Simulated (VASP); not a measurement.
## Te: single point with PBE

The system is Te.

```
Te
1.0
     4.53027    0.00000    0.00000
    -2.26514    3.92333    0.00000
     0.00000    0.00000    5.93743
Te
3
Direct
  0.26840 0.00000 0.33333
  0.00000 0.26840 0.66667
  0.73160 0.73160 0.00000
```

```json
{
 "Program": "VASP 6.6.1",
 "Task": "single point",
 "Functional": "PBE",
 "Potentials or basis": "VASP PAW PBE potentials, release 64 (Te)",
 "Cutoff": "520 eV",
 "k mesh": "8 × 8 × 5",
 "Occupations": "fermi-dirac, width 0.05 eV",
 "Spin": "no spin polarisation",
 "Dipole correction": "no",
 "Further INCAR settings": "ALGO = Normal; EDIFF = 1e-06; NBANDS = 16"
}
```

```yaml
Pressure: 0.0 GPa
Band_gap_on_the_k_mesh: 0.62 eV, indirect (least direct gap 0.88 eV)
```

Forces in eV/Å, atoms in the order of the input:
```
Te  -0.002  0.000  0.000
Te   0.001 -0.002  0.000
Te   0.001  0.002  0.000
```

Stress tensor (GPa, compression positive):
```
-0.07  0.00  0.00
 0.00 -0.07  0.00
 0.00  0.00  0.07
```

Levels at points of the mesh, in eV from the valence-band top:
```tsv
k point	band 7	band 8	band 9	band 10	band 11	band 12
(0.00, 0.00, 0.00)	-1.45	-1.45	-0.64	1.17	1.17	1.70
(0.50, 0.00, 0.00)	-3.14	-0.81	-0.61	1.04	1.09	3.27
```

Wall time 45 s on 1 thread of Intel Xeon 6975P-C, on a shared host, peak memory 0.26 GiB.

Caveat: spin-orbit coupling is left out, which moves the levels of the heavy elements. A k mesh can miss the band edges.
